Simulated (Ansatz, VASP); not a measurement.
One calculation of MnSe, two programs

```
CELL_PARAMETERS angstrom
0.00000 2.82927 2.82927
2.82927 0.00000 2.82927
2.82927 2.82927 0.00000
ATOMIC_POSITIONS crystal
Mn 0.00000 0.00000 0.00000
Se 0.75000 0.75000 0.75000
```

Alike in both runs: task single point; functional LDA; k mesh 14 × 14 × 14; occupations gaussian, width 0.2 eV; collinear spin.

```csv
,VASP,Ansatz
version,VASP 6.6.1,Ansatz 0.2.0
potentials or method,"VASP PAW LDA potentials, release 64 (Mn_pv, Se), cutoff 520 eV","scalar-relativistic, plane waves, PAW"
valence electrons in the cell,19,31
```

|  | VASP | Ansatz | Ansatz less VASP |
| --- | --- | --- | --- |
| gap on the k mesh at the Fermi level (eV) | none | none | - |
| pressure (GPa) | -1.5 | -0.7 | +0.79 |
| net moment per atom (μB) | 2.17 | 2.23 | +0.054 |
| size of the moment on the site where the two differ most (μB) | 3.89 | 3.83 | -0.058 |

LDA's correlation is that of Perdew and Zunger in VASP and of Perdew and Wang (1992) in Ansatz. Site moments also hang on the region over which each program counts them. A gap of «none» marks a metal or a gap that the smearing closes. VASP's potentials hold 19 valence electrons a cell and Ansatz's 31, so a difference there can come from the potentials and not from the codes.
